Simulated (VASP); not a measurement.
# Ir (Fm-3m) in VASP: notebook, part 2 of 2

VASP 6.6.1. The steps go on from the part before.

## (4) Single point, r2SCAN (volume scaled by 1.03)

POSCAR

```
Ir
1.0
    0.0000000000      1.9411115108      1.9411115108
    1.9411115108      0.0000000000      1.9411115108
    1.9411115108      1.9411115108      0.0000000000
Ir
1
Direct
    0.0000000000      0.0000000000      0.0000000000
```

INCAR.step1

```
  PREC = Accurate
  ENCUT = 520
  ISMEAR = 0
  SIGMA = 0.1
  LREAL = F
  LASPH = T
  NELM = 100
  NBANDS = 10
  GGA = PE
  ALGO = Normal
  EDIFF = 1E-4
  LWAVE = T
  LCHARG = F
```

INCAR.step2

```
  PREC = Accurate
  ENCUT = 520
  EDIFF = 1E-7
  ISMEAR = 0
  SIGMA = 0.1
  LREAL = F
  LASPH = T
  NELM = 100
  ALGO = Normal
  ISIF = 2
  LWAVE = F
  LCHARG = F
  METAGGA = R2SCAN
  LMIXTAU = T
  NBANDS = 10
  ISTART = 1
```

KPOINTS

```
regular mesh
0
Gamma
  18 18 18
```

Potentials or basis: VASP PAW PBE potentials, release 64 (Ir).

On the command line:

```sh
$ cat potpaw_PBE.64/Ir/POTCAR > POTCAR
$ cp INCAR.step1 INCAR
$ mpirun -np 1 vasp_std > vasp.out
$ cp INCAR.step2 INCAR
$ mpirun -np 1 vasp_std > vasp.out
```

OUTCAR:

```text
PREC = Accurate
   ENCUT = 520
   EDIFF = 1E-7
   ISMEAR = 0
   LREAL = F
   LASPH = T
   NELM = 100
   ISIF = 2
   METAGGA = R2SCAN
   ISTART = 1

 ion  position               nearest neighbor table
   1  0.000  0.000  0.000-

  LATTYP: Found a face centered cubic cell.
 ALAT       =     3.8822230216

  Lattice vectors:

 A1 = (   0.0000000000,   1.9411115108,   1.9411115108)
 A2 = (   1.9411115108,   0.0000000000,   1.9411115108)
 A3 = (   1.9411115108,   1.9411115108,   0.0000000000)

Analysis of symmetry for initial positions (statically):
=====================================================================
 Subroutine PRICEL returns:
 Original cell was already a primitive cell.

 Routine SETGRP: Setting up the symmetry group for a
 face centered cubic supercell.

 Subroutine GETGRP returns: Found 48 space group operations
 (whereof 48 operations were pure point group operations)
 out of a pool of 48 trial point group operations.

The static configuration has the point symmetry O_h .

Analysis of symmetry for dynamics (positions and initial velocities):
=====================================================================
 Subroutine PRICEL returns:
 Original cell was already a primitive cell.

 Routine SETGRP: Setting up the symmetry group for a
 face centered cubic supercell.

 Subroutine GETGRP returns: Found 48 space group operations
 (whereof 48 operations were pure point group operations)
 out of a pool of 48 trial point group operations.

The dynamic configuration has the point symmetry O_h .

 Subroutine INISYM returns: Found 48 space group operations
 (whereof 48 operations are pure point group operations),
 and found     1 'primitive' translations

----------------------------------------------------------------------------------------

[... 106 lines left out ...]
   EFERMI_NEDOS =   21; number of points for ismear=-14 and -15
   IALGO  =     38    algorithm
   IMIX   =      4    mixing-type and parameters
     AMIX     =   0.40;   BMIX     =  1.00
     AMIX_MAG =   1.60;   BMIX_MAG =  1.00
  volume/ion in A,a.u.               =      14.63        98.71
  Fermi-wavevector in a.u.,A,eV,Ry     =   1.392393  2.631241 26.378410  1.938758
  Thomas-Fermi vector in A             =   2.516140
   LORBIT       =      0    0 simple, 1 ext, 2 COOP (PROOUT), +10 PAW based schemes
   METAGGA = R2SCAN    functional components
   LHFCALC =     F    Hartree Fock is set to
   AEXX    =    0.0000 exact exchange contribution
   IVDW    =     0    specifies the selected vdW correction
   LEPSILON=     F    determine dielectric tensor
   LRPA    =     F    only Hartree local field effects (RPA)
 non-spin polarized calculation
 Gauss-broadening in eV      SIGMA  =   0.10
  energy-cutoff  :      520.00
  volume of cell :       14.63
 maximum number of plane-waves:       411
   NGX = 11   NGY = 11   NGZ = 11

 number of electron       9.0000000 magnetization

 Free energy of the ion-electron system (eV)
  ---------------------------------------------------
  ext. energy  EPLUGINS =         0.00000000
  ---------------------------------------------------
  free energy    TOTEN  =       -52.36173568 eV

  energy without entropy =      -52.35643099  energy(sigma->0) =      -52.35908334

 E-fermi :   9.6441     XC(G=0): -15.0972

 val. band max:        9.6313482085   @ k =   0.3333   0.1111   0.0556
 cond. band min:       9.6495556646   @ k =   0.5000   0.2222   0.1111
 fundamental gap:      0.0182074561
 Fermi energy:         9.6440532173

 k-point     1 :       0.0000    0.0000    0.0000
  band No.  band energies     occupation
      1      -1.5570      2.00000
      2       5.8053      2.00000
      3       5.8053      2.00000
      4       5.8053      2.00000
      5       8.3709      2.00000
      6       8.3709      2.00000
      7      24.7727      0.00000
      8      30.4307      0.00000
      9      30.4307      0.00000
     10      30.4307      0.00000
[... 287 lines left out ...]
 k-point    24 :      -0.2222    0.0556    0.0000
  band No.  band energies     occupation
      1       0.6906      2.00000
      2       5.1369      2.00000
      3       6.2379      2.00000
      4       6.3301      2.00000
      5       8.1255      2.00000
      6       8.9681      2.00000
      7      24.4427      0.00000
      8      27.2043      0.00000
      9      32.3292      0.00000
     10      33.7438      0.00000

 [... further k-points ...]
[... 5 lines left out ...]
  --------------------------------------------------------------------------------------
  -------------------------------------------------------------------------------------
  Total       -0.7508410     -0.7508410     -0.7508410     -0.0000000      0.0000000      0.0000000
  in kB      -82.2388700    -82.2388700    -82.2388700     -0.0000000      0.0000000      0.0000000
  external PRESSURE =     -82.2388700 kB  Pullay stress =       0.0000000 kB

 VOLUME and BASIS-vectors are now :
 -----------------------------------------------------------------------------
  energy-cutoff  :      520.00
  volume of cell :       14.63
      direct lattice vectors                 reciprocal lattice vectors
     0.000000000  1.941111511  1.941111511    -0.257584377  0.257584377  0.257584377
     1.941111511  0.000000000  1.941111511     0.257584377 -0.257584377  0.257584377
     1.941111511  1.941111511  0.000000000     0.257584377  0.257584377 -0.257584377

 POSITION                                       TOTAL-FORCE (eV/Angst)
 -----------------------------------------------------------------------------------
      0.00000      0.00000      0.00000        -0.000000     -0.000000     -0.000000
 -----------------------------------------------------------------------------------
    total drift:                               -0.000000     -0.000000     -0.000000

  FREE ENERGIE OF THE ION-ELECTRON SYSTEM (eV)
  ---------------------------------------------------
  free  energy   TOTEN  =       -52.3617356844 eV

  energy  without entropy=      -52.3564309938  energy(sigma->0) =      -52.35908334
```

OSZICAR.step1:

```text
N       E                     dE             d eps       ncg     rms          rms(c)
DAV:   1     0.473234742191E+02    0.47323E+02   -0.43467E+03  3924   0.818E+02
DAV:   2    -0.851015619162E+01   -0.55834E+02   -0.52872E+02  3978   0.194E+02
DAV:   3    -0.941368772376E+01   -0.90353E+00   -0.90155E+00  4544   0.302E+01
DAV:   4    -0.942211823825E+01   -0.84305E-02   -0.84291E-02  4386   0.268E+00
DAV:   5    -0.942229431463E+01   -0.17608E-03   -0.17608E-03  4408   0.375E-01    0.139E+01
DAV:   6    -0.894029110958E+01    0.48200E+00   -0.89231E-01  4364   0.115E+01    0.557E+00
DAV:   7    -0.885882772538E+01    0.81463E-01   -0.25788E-01  4642   0.567E+00    0.149E+00
DAV:   8    -0.885525448512E+01    0.35732E-02   -0.21773E-03  4214   0.497E-01    0.903E-01
DAV:   9    -0.885293935045E+01    0.23151E-02   -0.15177E-03  4432   0.536E-01    0.126E-02
DAV:  10    -0.885294594818E+01   -0.65977E-05   -0.72851E-06  2104   0.249E-02
   1 F= -.88529459E+01 E0= -.88502168E+01  d E =-.545833E-02
```

Run time: 3.6 min. Hardware: 1 thread of AMD EPYC 7R13, shared host; peak memory 0.12 GiB.

Results:

| Quantity | Value |
| --- | --- |
| Free energy | -52.3617 eV |
| Pressure | -8.2 GPa |

Levels at points of the mesh, in eV from the Fermi level:
```
           k point  band 2  band 3  band 4  band 5  band 6  band 7
(0.00, 0.00, 0.00)   -3.84   -3.84   -3.84   -1.27   -1.27   15.13
(0.50, 0.00, 0.00)   -3.98   -3.98   -0.65    0.84    0.84    7.28
(0.50, 0.50, 0.00)   -7.29    0.74    1.44    1.44    1.74   10.57
```

Caveat: the PAW data sets were made with another functional, which shifts forces and pressure a little; spin-orbit coupling is left out, which moves the levels of the heavy elements.

## (5) Overview

```tsv
cell	gap on the mesh (eV)	pressure (GPa)
a = 2.709 Å, angles 60.0°, 1 atom	none	6.6
a = 2.718 Å, angles 60.0°, 1 atom	none	2.5
a = 2.745 Å, angles 60.0°, 1 atom	none	-8.2
```

Alike in all rows: task single point; level r2SCAN; potentials or basis VASP PAW PBE potentials, release 64 (Ir); no spin polarisation; k mesh 18 × 18 × 18; cutoff (eV) 520; smearing gaussian 0.1 eV.

Caveats: the PAW data sets were made with another functional, which shifts forces and pressure a little; spin-orbit coupling is left out, which moves the levels of the heavy elements.

Absolute energies hang on the potentials; compare differences alone.
